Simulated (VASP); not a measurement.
# V (Fd-3m) in VASP: notebook

V is run at these levels: PBE; tasks: single point.

Everything below comes from runs of VASP 6.6.1. Logs are shortened: lines on timing, memory, paths and dates and some standing lists are left out, and cuts for length are marked.

## Step 1: The cell of the first run

The structure is cubic, space group Fd-3m (No. 227). The conventional cell has a = 5.314 Å, b = 5.314 Å, c = 5.314 Å, α = 90.00°, β = 90.00°, γ = 90.00°. V (site symmetry -43m) has 4 V at 2.30 Å within 3.0 Å.

This isn't the form of V at room conditions, which is bcc.

## Step 2: Single point, PBE, non-collinear spin, zero start, spin-orbit coupling

The input, INCAR:

```
SYSTEM = V
PREC = Accurate
ENCUT = 520
EDIFF = 1E-6
ISMEAR = -1
SIGMA = 0.1
LREAL = .False.
LASPH = .True.
NELM = 150
ALGO = Normal
ISIF = 2
LWAVE = .False.
LCHARG = .False.
MAGMOM = 0 0 0 0 0 0
LORBIT = 11
LSORBIT = .True.
GGA_COMPAT = .False.
LORBMOM = .True.
LMAXMIX = 4
GGA = PE
NBANDS = 38
```

The input, KPOINTS:

```
Automatic mesh
0
Gamma
  10 10 10
  0 0 0
```

The input, POSCAR:

```
V
1.0
    0.0000000000      2.6568089289      2.6568089289
    2.6568089289      0.0000000000      2.6568089289
    2.6568089289      2.6568089289      0.0000000000
V
2
Direct
    0.1250000000      0.1250000000      0.1250000000
    0.8750000000      0.8750000000      0.8750000000
```

Potentials or basis: VASP PAW PBE potentials, release 64 (V_sv).

The run is started by

```bash
$ cat potpaw_PBE.64/V_sv/POTCAR > POTCAR
$ mpirun -np 1 vasp_ncl > vasp.out
```

OUTCAR:

```text
SYSTEM = V
   PREC = Accurate
   ENCUT = 520
   EDIFF = 1E-6
   ISMEAR = -1
   LREAL = .False.
   LASPH = .True.
   NELM = 150
   ISIF = 2
   LORBIT = 11
   LSORBIT = .True.
   GGA = PE

 ion  position               nearest neighbor table
   1  0.125  0.125  0.125-   2 2.30   2 2.30   2 2.30   2 2.30
   2  0.875  0.875  0.875-   1 2.30   1 2.30   1 2.30   1 2.30

  LATTYP: Found a face centered cubic cell.
 ALAT       =     5.3136178578

  Lattice vectors:

 A1 = (   0.0000000000,   2.6568089289,   2.6568089289)
 A2 = (   2.6568089289,   0.0000000000,   2.6568089289)
 A3 = (   2.6568089289,   2.6568089289,   0.0000000000)

Analysis of symmetry for initial positions (statically):
=====================================================================
 Subroutine PRICEL returns:
 Original cell was already a primitive cell.

 Routine SETGRP: Setting up the symmetry group for a
 face centered cubic supercell.

 Subroutine GETGRP returns: Found 48 space group operations
 (whereof 12 operations were pure point group operations)
 out of a pool of 48 trial point group operations.

The static configuration has the point symmetry D_3d.
 The point group associated with its full space group is O_h .

Analysis of symmetry for dynamics (positions and initial velocities):
=====================================================================
 Subroutine PRICEL returns:
 Original cell was already a primitive cell.

 Routine SETGRP: Setting up the symmetry group for a
 face centered cubic supercell.

 Subroutine GETGRP returns: Found 48 space group operations
 (whereof 12 operations were pure point group operations)
 out of a pool of 48 trial point group operations.

The dynamic configuration has the point symmetry D_3d.
 The point group associated with its full space group is O_h .

Analysis of structural, dynamic, and magnetic symmetry:
=====================================================================
 Subroutine PRICEL returns:
 Original cell was already a primitive cell.

 Routine SETGRP: Setting up the symmetry group for a
 face centered cubic supercell.

 Subroutine GETGRP returns: Found 48 space group operations
 (whereof 12 operations were pure point group operations)
 out of a pool of 48 trial point group operations.

The overall configuration has the point symmetry D_3d.
 The point group associated with its full space group is O_h .

 Subroutine INISYM returns: Found 48 space group operations
 (whereof 12 operations are pure point group operations),
 and found     1 'primitive' translations

----------------------------------------------------------------------------------------

                                     Primitive cell

  volume of cell :      37.5069

  direct lattice vectors                    reciprocal lattice vectors
     0.000000000  2.656808929  2.656808929    -0.188195694  0.188195694  0.188195694
     2.656808929  0.000000000  2.656808929     0.188195694 -0.188195694  0.188195694
     2.656808929  2.656808929  0.000000000     0.188195694  0.188195694 -0.188195694

  length of vectors
     3.757295220  3.757295220  3.757295220     0.325964504  0.325964504  0.325964504

  position of ions in fractional coordinates (direct lattice)
     0.125000000  0.125000000  0.125000000
     0.875000000  0.875000000  0.875000000

  ion indices of the primitive-cell ions
   primitive index   ion index
                 1           1
                 2           2

----------------------------------------------------------------------------------------

 KPOINTS: Automatic mesh

Automatic generation of k-mesh.
 Grid dimensions read from file:
 generate k-points for:   10   10   10

 Generating k-lattice:

  Cartesian coordinates                     Fractional coordinates (reciprocal lattice)
[... 89 lines left out ...]
   LEPSILON=     F    determine dielectric tensor
   LRPA    =     F    only Hartree local field effects (RPA)
  energy-cutoff  :      520.00
  volume of cell :       37.51
 maximum number of plane-waves:      2062
   NGX = 13   NGY = 13   NGZ = 13

 number of electron      26.0000011 magnetization      -0.0000000      0.0000000      0.0000000

 number of electron      26.0000011 magnetization       0.0000000     -0.0000000     -0.0000000

 number of electron      26.0000011 magnetization       0.0000000      0.0000000      0.0000000

 Free energy of the ion-electron system (eV)
  ---------------------------------------------------
  ext. energy  EPLUGINS =         0.00000000
  ---------------------------------------------------
  free energy    TOTEN  =       -13.29440213 eV

  energy without entropy =      -13.12428507  energy(sigma->0) =      -13.20934360

 E-fermi :   6.1397     XC(G=0): -10.8402

 val. band max:        6.1386716700   @ k =  -0.4000   0.2000   0.0000
 cond. band min:       6.1462297686   @ k =   0.2000   0.1000   0.0000
 fundamental gap:      0.0075580986
 Fermi energy:         6.1396908202

 k-point     1 :       0.0000    0.0000    0.0000
  band No.  band energies     occupation
      1     -57.5534      1.00000
      2     -57.5534      1.00000
      3     -56.9522      1.00000
      4     -56.9522      1.00000
      5     -32.1349      1.00000
      6     -32.1349      1.00000
[... 973 lines left out ...]
     37      10.0193      0.00000
     38      10.0193      0.00000

 [... further k-points ...]
[... 5 lines left out ...]
  --------------------------------------------------------------------------------------
  -------------------------------------------------------------------------------------
  Total        0.0920112      0.0920112      0.0920112      0.0000000     -0.0000000      0.0000000
  in kB        3.9304315      3.9304315      3.9304315      0.0000000     -0.0000000      0.0000000
  external PRESSURE =       3.9304315 kB  Pullay stress =       0.0000000 kB

 VOLUME and BASIS-vectors are now :
 -----------------------------------------------------------------------------
  energy-cutoff  :      520.00
  volume of cell :       37.51
      direct lattice vectors                 reciprocal lattice vectors
     0.000000000  2.656808929  2.656808929    -0.188195694  0.188195694  0.188195694
     2.656808929  0.000000000  2.656808929     0.188195694 -0.188195694  0.188195694
     2.656808929  2.656808929  0.000000000     0.188195694  0.188195694 -0.188195694

 POSITION                                       TOTAL-FORCE (eV/Angst)
 -----------------------------------------------------------------------------------
      0.66420      0.66420      0.66420         0.000000     -0.000000     -0.000000
      4.64942      4.64942      4.64942        -0.000000      0.000000      0.000000
 -----------------------------------------------------------------------------------
    total drift:                                0.000000     -0.000000     -0.000000

  FREE ENERGIE OF THE ION-ELECTRON SYSTEM (eV)
  ---------------------------------------------------
  free  energy   TOTEN  =       -13.2944021276 eV

  energy  without entropy=      -13.1242850689  energy(sigma->0) =      -13.20934360

 orbital moment (x)

 # of ion     p       d       tot
 ----------------------------------------
  1        -0.000   0.000   0.000
  2         0.000   0.000   0.000
 ----------------------------------------
           -0.000   0.000   0.000

 orbital moment (y)

 # of ion     p       d       tot
 ----------------------------------------
  1        -0.000   0.000   0.000
  2         0.000  -0.000  -0.000
 ----------------------------------------
           -0.000  -0.000  -0.000

 orbital moment (z)

 # of ion     p       d       tot
 ----------------------------------------
  1         0.000  -0.000  -0.000
  2         0.000  -0.000  -0.000
 ----------------------------------------
            0.000  -0.000  -0.000

 Spin-Orbit-Coupling matrix elements

 Ion:    1  E_soc:     -0.0179518
 l=   1
     0.0000000    -0.0026403    -0.0026403
    -0.0026403     0.0000000    -0.0026403
    -0.0026403    -0.0026403     0.0000000
 l=   2
     0.0000000    -0.0000848     0.0000000    -0.0000848    -0.0002668
    -0.0000848     0.0000000    -0.0002001    -0.0000848    -0.0000667
     0.0000000    -0.0002001     0.0000000    -0.0002001     0.0000000
    -0.0000848    -0.0000848    -0.0002001     0.0000000    -0.0000667
    -0.0002668    -0.0000667     0.0000000    -0.0000667     0.0000000
 l=   3
     0.0000000     0.0000000     0.0000000     0.0000000     0.0000000     0.0000000     0.0000000
     0.0000000     0.0000000     0.0000000     0.0000000     0.0000000     0.0000000     0.0000000
     0.0000000     0.0000000     0.0000000     0.0000000     0.0000000     0.0000000     0.0000000
     0.0000000     0.0000000     0.0000000     0.0000000     0.0000000     0.0000000     0.0000000
     0.0000000     0.0000000     0.0000000     0.0000000     0.0000000     0.0000000     0.0000000
     0.0000000     0.0000000     0.0000000     0.0000000     0.0000000     0.0000000     0.0000000
     0.0000000     0.0000000     0.0000000     0.0000000     0.0000000     0.0000000     0.0000000

 Ion:    2  E_soc:     -0.0179518
 l=   1
     0.0000000    -0.0026403    -0.0026403
    -0.0026403     0.0000000    -0.0026403
    -0.0026403    -0.0026403     0.0000000
 l=   2
     0.0000000    -0.0000848     0.0000000    -0.0000848    -0.0002668
    -0.0000848     0.0000000    -0.0002001    -0.0000848    -0.0000667
     0.0000000    -0.0002001     0.0000000    -0.0002001     0.0000000
    -0.0000848    -0.0000848    -0.0002001     0.0000000    -0.0000667
    -0.0002668    -0.0000667     0.0000000    -0.0000667     0.0000000
 l=   3
     0.0000000     0.0000000     0.0000000     0.0000000     0.0000000     0.0000000     0.0000000
     0.0000000     0.0000000     0.0000000     0.0000000     0.0000000     0.0000000     0.0000000
     0.0000000     0.0000000     0.0000000     0.0000000     0.0000000     0.0000000     0.0000000
     0.0000000     0.0000000     0.0000000     0.0000000     0.0000000     0.0000000     0.0000000
     0.0000000     0.0000000     0.0000000     0.0000000     0.0000000     0.0000000     0.0000000
     0.0000000     0.0000000     0.0000000     0.0000000     0.0000000     0.0000000     0.0000000
     0.0000000     0.0000000     0.0000000     0.0000000     0.0000000     0.0000000     0.0000000

 total charge

# of ion       s       p       d       tot
------------------------------------------
    1        2.371   6.071   3.368  11.811
    2        2.371   6.071   3.368  11.811
--------------------------------------------------
tot          4.743  12.142   6.737  23.621

 magnetization (x)

# of ion       s       p       d       tot
------------------------------------------
    1       -0.000   0.000   0.000  -0.000
    2        0.000   0.000   0.000   0.000
--------------------------------------------------
tot          0.000   0.000   0.000   0.000

 magnetization (y)

# of ion       s       p       d       tot
------------------------------------------
    1       -0.000   0.000   0.000  -0.000
    2        0.000   0.000   0.000   0.000
--------------------------------------------------
tot          0.000   0.000   0.000   0.000

 magnetization (z)

# of ion       s       p       d       tot
------------------------------------------
    1        0.000   0.000   0.000   0.000
    2        0.000   0.000   0.000   0.000
--------------------------------------------------
tot          0.000   0.000   0.000   0.000
```

Wall time 1.8 min (1 thread of Intel Xeon Platinum 8259CL at 2.50GHz (Skylake/Cascade Lake), shared host); peak memory 0.29 GiB.

Results:

```
Free energy                                           : -13.2944 eV
Pressure                                              : 0.4 GPa
Net moment                                            : 0.00 μB per cell
Valence electrons inside the program's atomic spheres : V 11.81
```

Moments on the atoms (μB; x, y, z):
```
V   0.00 0.00 0.00
V   0.00 0.00 0.00
```

## Step 3: Single point, PBE, collinear spin, ferromagnetic start (22.07 Å³/atom)

This run uses another cell than the first one, of 22.07 Å³/atom.

The input, INCAR:

```
  PREC = Accurate
  ENCUT = 520
  EDIFF = 1E-6
  ISMEAR = -1
  SIGMA = 0.05
  LREAL = F
  LASPH = T
  NELM = 150
  ALGO = Normal
  ISIF = 2
  LWAVE = F
  LCHARG = T
  ISPIN = 2
  MAGMOM = 1.453 1.453
  LORBIT = 11
  LMAXMIX = 4
  GGA = PE
  LELF = T
  LVHAR = T
  NBANDS = 24
```

The input, KPOINTS:

```
Automatic mesh
0
Gamma
  16 16 16
```

The input, POSCAR:

```
V
1.0
    0.0000000000      2.8052126531      2.8052126531
    2.8052126531      0.0000000000      2.8052126531
    2.8052126531      2.8052126531      0.0000000000
V
2
Direct
    0.1250000000      0.1250000000      0.1250000000
    0.8750000000      0.8750000000      0.8750000000
```

Potentials or basis: VASP PAW PBE potentials, release 64 (V_sv).

The run is started by

```bash
$ cat potpaw_PBE.64/V_sv/POTCAR > POTCAR
$ mpirun -np 1 vasp_std > vasp.out
```

OUTCAR:

```text
PREC = Accurate
   ENCUT = 520
   EDIFF = 1E-6
   ISMEAR = -1
   LREAL = F
   LASPH = T
   NELM = 150
   ISIF = 2
   ISPIN = 2
   LORBIT = 11
   GGA = PE

 ion  position               nearest neighbor table
   1  0.125  0.125  0.125-   2 2.43   2 2.43   2 2.43   2 2.43
   2  0.875  0.875  0.875-   1 2.43   1 2.43   1 2.43   1 2.43

  LATTYP: Found a face centered cubic cell.
 ALAT       =     5.6104253062

  Lattice vectors:

 A1 = (   0.0000000000,   2.8052126531,   2.8052126531)
 A2 = (   2.8052126531,   0.0000000000,   2.8052126531)
 A3 = (   2.8052126531,   2.8052126531,   0.0000000000)

Analysis of symmetry for initial positions (statically):
=====================================================================
 Subroutine PRICEL returns:
 Original cell was already a primitive cell.

 Routine SETGRP: Setting up the symmetry group for a
 face centered cubic supercell.

 Subroutine GETGRP returns: Found 48 space group operations
 (whereof 12 operations were pure point group operations)
 out of a pool of 48 trial point group operations.

The static configuration has the point symmetry D_3d.
 The point group associated with its full space group is O_h .

Analysis of symmetry for dynamics (positions and initial velocities):
=====================================================================
 Subroutine PRICEL returns:
 Original cell was already a primitive cell.

 Routine SETGRP: Setting up the symmetry group for a
 face centered cubic supercell.

 Subroutine GETGRP returns: Found 48 space group operations
 (whereof 12 operations were pure point group operations)
 out of a pool of 48 trial point group operations.

The dynamic configuration has the point symmetry D_3d.
 The point group associated with its full space group is O_h .

Analysis of structural, dynamic, and magnetic symmetry:
=====================================================================
[... 142 lines left out ...]
 spin polarized calculation
  energy-cutoff  :      520.00
  volume of cell :       44.15
 maximum number of plane-waves:      1243
 NGX is ok and might be reduce to    30
   NGX = 15   NGY = 15   NGZ = 15

 number of electron      25.9999999 magnetization       3.8813594

 Free energy of the ion-electron system (eV)
  ---------------------------------------------------
  ext. energy  EPLUGINS =         0.00000000
  ---------------------------------------------------
  free energy    TOTEN  =       -13.36895667 eV

  energy without entropy =      -13.34524987  energy(sigma->0) =      -13.35710327

 E-fermi :   4.7603     XC(G=0): -10.1039

 val. band max:        4.7585336638   @ k =   0.4375   0.3125   0.1250
 cond. band min:       4.7650518527   @ k =  -0.2500   0.3125   0.1250
 fundamental gap:      0.0065181889
 Fermi energy:         4.7602767348

 spin component 1

 k-point     1 :       0.0000    0.0000    0.0000
  band No.  band energies     occupation
      1     -59.9657      1.00000
      2     -59.6192      1.00000
      3     -33.9608      1.00000
      4     -33.9608      1.00000
      5     -33.9608      1.00000
      6     -33.4109      1.00000
[... 637 lines left out ...]
     23      16.3176      0.00000
     24      16.3962      0.00000

 [... further k-points ...]

 spin component 2

 k-point     1 :       0.0000    0.0000    0.0000
  band No.  band energies     occupation
      1     -58.4251      1.00000
      2     -58.0880      1.00000
      3     -32.4197      1.00000
      4     -32.4197      1.00000
      5     -32.4197      1.00000
      6     -31.8948      1.00000
[... 637 lines left out ...]
     23      16.8120      0.00000
     24      17.3793      0.00000

 [... further k-points ...]
[... 5 lines left out ...]
  --------------------------------------------------------------------------------------
  -------------------------------------------------------------------------------------
  Total       -1.0714723     -1.0714723     -1.0714723     -0.0000000      0.0000000      0.0000000
  in kB      -38.8833946    -38.8833946    -38.8833946     -0.0000000      0.0000000      0.0000000
  external PRESSURE =     -38.8833946 kB  Pullay stress =       0.0000000 kB

 VOLUME and BASIS-vectors are now :
 -----------------------------------------------------------------------------
  energy-cutoff  :      520.00
  volume of cell :       44.15
      direct lattice vectors                 reciprocal lattice vectors
     0.000000000  2.805212653  2.805212653    -0.178239607  0.178239607  0.178239607
     2.805212653  0.000000000  2.805212653     0.178239607 -0.178239607  0.178239607
     2.805212653  2.805212653  0.000000000     0.178239607  0.178239607 -0.178239607

 POSITION                                       TOTAL-FORCE (eV/Angst)
 -----------------------------------------------------------------------------------
      0.70130      0.70130      0.70130        -0.000000     -0.000000     -0.000000
      4.90912      4.90912      4.90912         0.000000      0.000000      0.000000
 -----------------------------------------------------------------------------------
    total drift:                               -0.000000      0.000000      0.000000

  FREE ENERGIE OF THE ION-ELECTRON SYSTEM (eV)
  ---------------------------------------------------
  free  energy   TOTEN  =       -13.3689566750 eV

  energy  without entropy=      -13.3452498659  energy(sigma->0) =      -13.35710327

 total charge

# of ion       s       p       d       tot
------------------------------------------
    1        2.338   6.091   3.143  11.572
    2        2.338   6.091   3.143  11.572
--------------------------------------------------
tot          4.676  12.182   6.286  23.144

 magnetization (x)

# of ion       s       p       d       tot
------------------------------------------
    1        0.078   0.078   1.572   1.728
    2        0.078   0.078   1.572   1.728
--------------------------------------------------
tot          0.157   0.156   3.144   3.456
```

OSZICAR:

```text
N       E                     dE             d eps       ncg     rms          rms(c)
DAV:   1     0.322383724286E+03    0.32238E+03   -0.15559E+04 13984   0.113E+03
DAV:   2    -0.633030794173E+01   -0.32871E+03   -0.32060E+03 14536   0.393E+02
DAV:   3    -0.141492108714E+02   -0.78189E+01   -0.77769E+01 15912   0.754E+01
DAV:   4    -0.142011005564E+02   -0.51890E-01   -0.51887E-01 14688   0.648E+00
DAV:   5    -0.142018627893E+02   -0.76223E-03   -0.76223E-03 16488   0.745E-01    0.139E+01
DAV:   6    -0.133001385620E+02    0.90172E+00   -0.62822E+00 15200   0.208E+01    0.349E+00
DAV:   7    -0.133609166139E+02   -0.60778E-01   -0.23595E-01 14224   0.434E+00    0.149E+00
DAV:   8    -0.133657699121E+02   -0.48533E-02   -0.15145E-02 15248   0.102E+00    0.905E-01
DAV:   9    -0.133676997343E+02   -0.19298E-02   -0.31037E-03 14840   0.449E-01    0.335E-01
DAV:  10    -0.133688341783E+02   -0.11344E-02   -0.82453E-04 14584   0.165E-01    0.850E-02
DAV:  11    -0.133689653589E+02   -0.13118E-03   -0.22145E-04 14792   0.684E-02    0.189E-02
DAV:  12    -0.133689569347E+02    0.84242E-05   -0.19723E-05 14656   0.366E-02    0.118E-02
DAV:  13    -0.133689566750E+02    0.25971E-06   -0.47032E-06 13968   0.163E-02
   1 F= -.13368957E+02 E0= -.13357103E+02  d E =-.237068E-01  mag=     3.8811
```

Wall time 5.5 min (1 thread of Oxide Virtual Turin-like, shared host); peak memory 0.3 GiB.

What came out:

```yaml
Free_energy: -13.3690 eV
Pressure: -3.9 GPa
Net_moment: 3.88 μB per cell
Site_moments: V +1.73 μB
Valence_electrons_inside_the_program's_atomic_spheres: V 11.57
```

Caveat: the cell stands under tension.

(Part 1 of 2 ends here.)
